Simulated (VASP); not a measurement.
Here is a VASP 6.6.1 calculation.

File INCAR:

```
SYSTEM = Mg2Cd3O5
  PREC = Accurate
  ENCUT = 520
  EDIFF = 1E-6
  ISMEAR = 0
  SIGMA = 0.1
  LREAL = .FALSE.
  LASPH = .TRUE.
  NELM = 100
  ALGO = Normal
  ISIF = 2
  LWAVE = .FALSE.
  LCHARG = .TRUE.
  GGA = PE
  LELF = .TRUE.
  LVHAR = .TRUE.
  NBANDS = 46
```

KPOINTS

```
regular mesh
0
G
  8 8 8
  0 0 0
```

File POSCAR:

```
Mg2Cd3O5
1.0
   -1.7489261500      1.7489261500     12.3667753900
    1.7489261500     -1.7489261500     12.3667753900
    1.7489261500      1.7489261500    -12.3667753900
Mg Cd O
2 3 5
Direct
    0.9000000000      0.9000000000      0.0000000000
    0.1000000000      0.1000000000      0.0000000000
    0.7000000000      0.7000000000      0.0000000000
    0.3000000000      0.3000000000      0.0000000000
    0.5000000000      0.5000000000      0.0000000000
    0.8000000000      0.8000000000      0.0000000000
    0.4000000000      0.4000000000      0.0000000000
    0.0000000000      0.0000000000      0.0000000000
    0.6000000000      0.6000000000      0.0000000000
    0.2000000000      0.2000000000      0.0000000000
```

Potentials or basis: VASP PAW PBE potentials, release 64 (Mg, Cd, O).

Command:

```sh
$ cat potpaw_PBE.64/Mg/POTCAR potpaw_PBE.64/Cd/POTCAR potpaw_PBE.64/O/POTCAR > POTCAR
$ mpirun -np 1 vasp_std > vasp.out
```

**Question.** Predict the pressure.

**Answer.** -16.9 GPa.

**Question.** What does it give for the largest force?

**Answer.** 0.574 eV/Å.

**Question.** Predict the band gap on the k mesh.

**Answer.** Zero (bands 35 and 36 overlap by 0.20 eV).

Forces on the atoms (eV/Å):
```
Mg   0.000  0.000  0.017
Mg   0.000  0.000 -0.017
Cd   0.000  0.000 -0.018
Cd   0.000  0.000  0.018
Cd   0.000  0.000  0.000
O    0.000  0.000  0.574
O    0.000  0.000  0.009
O    0.000  0.000  0.000
O    0.000  0.000 -0.009
O    0.000  0.000 -0.574
```

Caveat: the cell stands under tension; semilocal functionals underestimate gaps, and a narrow one can read as zero.
